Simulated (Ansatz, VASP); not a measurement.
SrAl3O2 in VASP and in Ansatz

File INCAR:

```
  PREC = Accurate
  ENCUT = 520
  EDIFF = 1E-6
  ISMEAR = 0
  SIGMA = 0.1
  LREAL = F
  LASPH = T
  NELM = 100
  ALGO = Normal
  ISIF = 2
  LWAVE = F
  LCHARG = F
  GGA = PE
  NBANDS = 24
```

File KPOINTS:

```
Automatic mesh
0
Gamma
  6 6 4
```

The input POSCAR:

```
SrAl3O2
1.0
    4.3060273700      0.0000000000      0.0000000000
   -2.1530136800      3.7291290900      0.0000000000
    0.0000000000      0.0000000000      6.9133184800
Sr Al O
1 3 2
Direct
    0.0000000000      0.0000000000      0.0000000000
    0.6666666700      0.3333333300      0.3575947000
    0.3333333300      0.6666666700      0.6424053000
    0.0000000000      0.0000000000      0.5000000000
    0.6666666700      0.3333333300      0.7436280300
    0.3333333300      0.6666666700      0.2563719700
```

Input for Ansatz:

```yaml
crystal:
  lattice:
    - [4.30602737, 0.0, 0.0]
    - [-2.15301368, 3.72912909, 0.0]
    - [0.0, 0.0, 6.91331848]
  atoms:
    - { symbol: Sr, position: [0.0, 0.0, 0.0] }
    - { symbol: Al, position: [0.66666667, 0.33333333, 0.3575947] }
    - { symbol: Al, position: [0.33333333, 0.66666667, 0.6424053] }
    - { symbol: Al, position: [0.0, 0.0, 0.5] }
    - { symbol: O, position: [0.66666667, 0.33333333, 0.74362803] }
    - { symbol: O, position: [0.33333333, 0.66666667, 0.25637197] }
basis:
  ecutwfc: 420
kpoints:
  mp_grid: { grid: [6, 6, 4] }
hamiltonian:
  xc: pbe
scf:
  occupations: { method: gaussian, width: 0.1 }
  lower_state_search: "off"
output:
  forces: true
  stress: true
  eigenvalues: true
```

Change from the starting cell: species swapped into the Li3LaBi2 type (P-3m1, No. 164).

Alike in both runs: task single point; functional PBE; k mesh 6 × 6 × 4; occupations gaussian, width 0.1 eV; no spin polarisation.

|  | VASP | Ansatz |
| --- | --- | --- |
| version | VASP 6.6.1 | Ansatz 0.2.0 |
| potentials or method | VASP PAW PBE potentials, release 64 (Sr_sv, Al, O), cutoff 520 eV | scalar-relativistic, plane waves, PAW |
| valence electrons in the cell | 31 | 31 |

```csv
,VASP,Ansatz,Ansatz less VASP
gap on the k mesh at the Fermi level (eV),none,none,-
pressure (GPa),-2.9,-2.9,+0.05
"traceless stress, the component that is largest in VASP (GPa)",1.65,1.64,-0.011
rms of the force components (eV/Å),0.415,0.418,+0.0029
```

Atom by atom the forces differ by 0.004 eV/Å (rms over components). A gap of «none» marks a metal or a gap that the smearing closes. The functional is the same, so the differences come from potentials, cutoffs and numerics.
